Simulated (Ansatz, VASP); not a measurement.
**As in VASP and in Ansatz**

```
As
1.0
    -2.70368    0.00000   -2.70368
     0.00000   -2.70368   -2.70368
    -2.70368   -2.70368    0.00000
As
2
Direct
  0.27635 0.22714 0.25690
  0.72365 0.77286 0.74310
```

Alike in both runs: task single point; functional PBE-based screened hybrid with a share of 0.25 of exact exchange and HFSCREEN = 0.3; k mesh 5 × 5 × 5; occupations fermi-dirac, width 0.05 eV; no spin polarisation.

|  | VASP | Ansatz |
| --- | --- | --- |
| version | VASP 6.6.1 | Ansatz 0.2.0 |
| potentials or method | VASP PAW PBE potentials, release 64 (As) | Ansatz PAW |
| plane-wave cutoff (eV) | 520 | 420 |
| valence electrons in the cell | 10 | 30 |

Ansatz gave:

```
gap on the k mesh at the Fermi level (eV)                     : 0.18
least direct gap on the mesh (eV)                             : 0.37
pressure (GPa)                                                : 1.5
traceless stress, the component that is largest in VASP (GPa) : -1.76
rms of the force components (eV/Å)                            : 0.530
```

Problem. What did VASP give for the same quantities?

Solution. gap on the k mesh at the Fermi level (eV): 0.18; least direct gap on the mesh (eV): 0.38; pressure (GPa): 1.1; traceless stress, the component that is largest in VASP (GPa): -1.77; rms of the force components (eV/Å): 0.536.

VASP's potentials were made for PBE, not for PBE-based screened hybrid. Atom by atom the forces differ by 0.007 eV/Å (rms over components). VASP's potentials hold 10 valence electrons a cell and Ansatz's 30, so a difference there can come from the potentials and not from the codes.

Noted on Ansatz's run: odd divisions of the mesh miss points on the zone boundary, where band edges often lie, so the gap on the mesh can be too wide.
